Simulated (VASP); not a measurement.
Here is a VASP 6.6.1 calculation.

Contents of INCAR:

```
SYSTEM = KTa
  PREC = Accurate
  ENCUT = 520
  EDIFF = 1E-6
  ISMEAR = 0
  SIGMA = 0.1
  LREAL = .False.
  LASPH = .True.
  NELM = 100
  ALGO = Fast
  ISIF = 2
  LWAVE = .False.
  LCHARG = .False.
  GGA = PE
  NBANDS = 28
```

KPOINTS

```
Automatic mesh
0
Gamma
  4 6 4
  0 0 0
```

Contents of POSCAR:

```
KTa
1.0
    4.7512494769      0.0000000000      0.0000000000
    0.0000000000      2.9332144755      0.0000000000
    0.0000000000      0.0000000000      9.8382488175
K Ta
2 2
Direct
    0.7500000000      0.0000000000      0.6997757683
    0.2500000000      0.0000000000      0.3002242317
    0.7500000000      0.5000000000      0.0477086256
    0.2500000000      0.5000000000      0.9522913744
```

Potentials or basis: VASP PAW PBE potentials, release 64 (K_sv, Ta_pv).

Launch:

```console
$ cat potpaw_PBE.64/K_sv/POTCAR potpaw_PBE.64/Ta_pv/POTCAR > POTCAR
$ mpirun -np 1 vasp_std > vasp.out
```

Predict the band gap on the k mesh.

zero (band 20 reaches 2.49 eV, above the bottom of band 21 at 1.37 eV).

What does it give for the pressure?

0.1 GPa.

Predict the largest force.

0.029 eV/Å.

Forces on the atoms (eV/Å):
```
K    0.000  0.000  0.002
K    0.000  0.000 -0.002
Ta   0.000  0.000  0.029
Ta   0.000  0.000 -0.029
```

Caveat: spin-orbit coupling is left out, which moves the levels of the heavy elements.
